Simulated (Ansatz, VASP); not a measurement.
# Sn in VASP and in Ansatz

File INCAR:

```
PREC = Accurate
ENCUT = 520
EDIFF = 1E-8
ISMEAR = -1
SIGMA = 0.05
LREAL = False
LASPH = True
NELM = 60
ALGO = Normal
ISIF = 2
LWAVE = False
LCHARG = False
GGA = PS
LEFG = True
NBANDS = 21
```

File KPOINTS:

```
Automatic mesh
0
Gamma
  11 11 11
```

Contents of POSCAR:

```
Sn
1.0
    0.0649120000      3.2780560000      3.2780560000
    3.2780560000      0.0649120000      3.2780560000
    3.2780560000      3.2780560000      0.0649120000
Sn
2
Direct
    0.5000000000      0.5000000000      0.5000000000
    0.7500000000      0.7500000000      0.7500000000
```

Input for Ansatz:

```yaml
crystal:
  lattice:
    - [0.064912, 3.278056, 3.278056]
    - [3.278056, 0.064912, 3.278056]
    - [3.278056, 3.278056, 0.064912]
  atoms:
    - { symbol: Sn, position: [0.5, 0.5, 0.5] }
    - { symbol: Sn, position: [0.75, 0.75, 0.75] }
kpoints:
  mp_grid: { grid: [11, 11, 11] }
scf:
  occupations: { method: fermi_dirac, width: 0.05 }
hamiltonian:
  xc: pbesol
  pseudopotentials: { kind: paw }
output:
  forces: true
  stress: true
  eigenvalues: true
  efg: { contact_densities: true }
```

Change from the starting cell: equal xy, yz and zx shear strains of +2 %, PAW files.

Alike in both runs: task electric field gradients; functional PBEsol; k mesh 11 × 11 × 11; occupations fermi-dirac, width 0.05 eV; no spin polarisation.

|  | VASP | Ansatz |
| --- | --- | --- |
| version | VASP 6.6.1 | Ansatz 0.2.0 |
| potentials or method | VASP PAW PBE potentials, release 64 (Sn_d) | PAW with Ansatz's default frozen-core files, scalar-relativistic |
| plane-wave cutoff (eV) | 520 | 420 |
| valence electrons in the cell | 28 | 28 |

|  | VASP | Ansatz | Ansatz less VASP |
| --- | --- | --- | --- |
| pressure (GPa) | 1.0 | 1.1 | +0.07 |
| traceless stress, the component that is largest in VASP (GPa) | -0.98 | -0.98 | -0.002 |
| rms of the force components (eV/Å) | 0.167 | 0.168 | +0.0004 |
| size of Vzz on the site where it differs most (V/Å²) | 28.9 | 28.0 | -0.86 |

VASP's potentials were made for PBE, not for PBEsol. Atom by atom the forces differ by 0.000 eV/Å (rms over components).
